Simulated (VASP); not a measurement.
Set up this calculation in VASP 6.6.1, as the native input.

```yaml
Task: single point
Functional: PBEsol-based screened hybrid with 25 % exact exchange
Potentials_or_basis: VASP PAW PBE potentials, release 64 (Sn_d, Al)
Cutoff: 520 eV
k_mesh: 4 × 4 × 4
Occupations: fermi-dirac, width 0.05 eV
Spin: no spin polarisation
Dipole_correction: no
Grid_for_exact_exchange_PRECFOCK: Normal
Share_of_exact_exchange: 0.25
Further_INCAR_settings: ALGO = Normal; EDIFF = 1e-06; NBANDS = 16
Screening_parameter: 0.207 1/Å
```

AlSn:

```
Sn Al
1.0
     3.96289    0.00000    0.00000
    -1.98144    3.43196    0.00000
     0.00000    0.00000    3.48973
Sn Al
1 1
Direct
  0.33333 0.66667 0.50000
  0.00000 0.00000 0.00000
```

These files were run (other wordings do the same):

POSCAR

```
AlSn
1.0
    3.9628860042      0.0000000000      0.0000000000
   -1.9814430021      3.4319599520      0.0000000000
    0.0000000000      0.0000000000      3.4897333153
Sn Al
1 1
Direct
    0.3333333333      0.6666666667      0.5000000000
    0.0000000000      0.0000000000      0.0000000000
```

INCAR.step1

```
SYSTEM = AlSn
PREC = Accurate
ENCUT = 520
EDIFF = 1E-5
ISMEAR = -1
SIGMA = 0.05
LREAL = .FALSE.
LASPH = .TRUE.
NELM = 80
ALGO = Normal
ISIF = 2
LWAVE = .TRUE.
LCHARG = .FALSE.
GGA = PE
NBANDS = 16
```

INCAR.step2

```
SYSTEM = AlSn
PREC = Accurate
ENCUT = 520
EDIFF = 1E-6
ISMEAR = -1
SIGMA = 0.05
LREAL = .FALSE.
LASPH = .TRUE.
NELM = 80
ALGO = Normal
ISIF = 2
LWAVE = .FALSE.
LCHARG = .FALSE.
GGA = PS
LHFCALC = .TRUE.
AEXX = 0.25
HFSCREEN = 0.207
PRECFOCK = Normal
ISTART = 1
NBANDS = 16
```

KPOINTS

```
regular mesh
0
G
  4 4 4
  0 0 0
```

Potentials or basis: VASP PAW PBE potentials, release 64 (Sn_d, Al).

Launch:

```bash
$ cat potpaw_PBE.64/Sn_d/POTCAR potpaw_PBE.64/Al/POTCAR > POTCAR
$ cp INCAR.step1 INCAR
$ mpirun -np 1 vasp_std > vasp.out
$ cp INCAR.step2 INCAR
$ mpirun -np 1 vasp_std > vasp.out
```

Results of the run:

```yaml
Pressure: 0.0 GPa
Band_gap_on_the_k_mesh: zero (an odd number of electrons rules out a gap without spin polarisation)
```

Caveat: the k points lie up to 0.46 Å⁻¹ apart, too coarse for converged energies and pressures of a metal; the PAW data sets were made with another functional, which shifts forces and pressure a little; spin-orbit coupling is left out, which moves the levels of the heavy elements.

Wall time 17 min on 1 thread of AMD EPYC 7571, with other jobs on the host, peak memory 0.24 GiB.
